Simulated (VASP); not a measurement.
Input of a VASP 6.6.1 run:

Contents of INCAR:

```
SYSTEM = Sn
PREC     = Accurate       ! precision mode
ENCUT    = 520            ! plane-wave cutoff, eV
EDIFF    = 1E-6           ! SCF threshold, eV
ISMEAR   = 0              ! smearing method
SIGMA    = 0.1            ! smearing width, eV
LREAL    = .FALSE.        ! projectors in reciprocal space
LASPH    = .TRUE.         ! aspherical terms in the spheres
NELM     = 80             ! most SCF steps
ALGO     = Fast           ! electronic algorithm
ISIF     = 2              ! what is computed and relaxed
LWAVE    = .FALSE.        ! write WAVECAR
LCHARG   = .FALSE.        ! write CHGCAR
GGA      = PE             ! functional
NBANDS   = 21             ! bands
```

Contents of KPOINTS:

```
Automatic mesh
0
G
  14 14 8
  0 0 0
```

POSCAR

```
Sn
1.0
    2.6873697510     -1.8962096992      0.0000000000
    2.6873697510      1.8962096992      0.0000000000
    0.0000000000      0.0000000000      5.4268440823
Sn
2
Direct
    0.7499057067      0.2500942933      0.2500000000
    0.2500942933      0.7499057067      0.7500000000
```

Potentials or basis: VASP PAW PBE potentials, release 64 (Sn_d).

Launch:

```sh
$ cat potpaw_PBE.64/Sn_d/POTCAR > POTCAR
$ mpirun -np 1 vasp_std > vasp.out
```

Q: What does it give for the band gap on the k mesh?

A: Zero (bands 14 and 15 overlap by 6.22 eV).

Q: Estimate the pressure.

A: 0.0 GPa.

Caveat: spin-orbit coupling is left out, which moves the levels of the heavy elements.
